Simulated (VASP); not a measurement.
The system is Co.

```
CELL_PARAMETERS angstrom
2.48736 0.00000 0.00000
-1.24368 2.15412 0.00000
0.00000 0.00000 4.06329
ATOMIC_POSITIONS crystal
Co 0.66667 0.33333 0.25986
Co 0.33333 0.66667 0.74014
```

```yaml
Program: VASP 6.6.1
Task: relaxation of cell and atoms
Functional: PBE
Potentials_or_basis: VASP PAW PBE potentials, release 64 (Co)
Cutoff: 600 eV
k_mesh: 9 × 9 × 4
Occupations: gaussian, width 0.1 eV
Spin: collinear spin, ferromagnetic start
Starting_moments: "[1.84, 1.84] μB"
```

At the start: pressure -0.7 GPa; volume 10.89 Å³/atom.

Q: Where does the relaxation end?

A: Over 6 steps the energy falls by 10.1 meV/atom and the volume is 10.76 Å³/atom (-1.2 %); space group P-3m1 (No. 164, to 0.1 Å) before, P6_3/mmc (No. 194, to 0.1 Å); moment 3.11 μB per cell.

The path:
```csv
step,energy change (eV),largest force (eV/Å),pressure (GPa),volume (Å³)
1,0.0000,0.5036,-0.71,21.77
2,-0.0166,0.1778,-0.08,21.62
3,-0.0188,0.0305,0.53,21.54
4,-0.0201,0.0186,-0.75,21.64
5,-0.0201,0.0104,-0.57,21.63
6,-0.0202,0.0150,0.40,21.52
```

Final structure:
```
CELL_PARAMETERS angstrom
2.48330 0.00000 0.00000
-1.24165 2.15060 0.00000
0.00000 0.00000 4.02912
ATOMIC_POSITIONS crystal
Co 0.66667 0.33333 0.24973
Co 0.33333 0.66667 0.75027
```

Caveat: the k points lie up to 0.39 Å⁻¹ apart in the final cell.
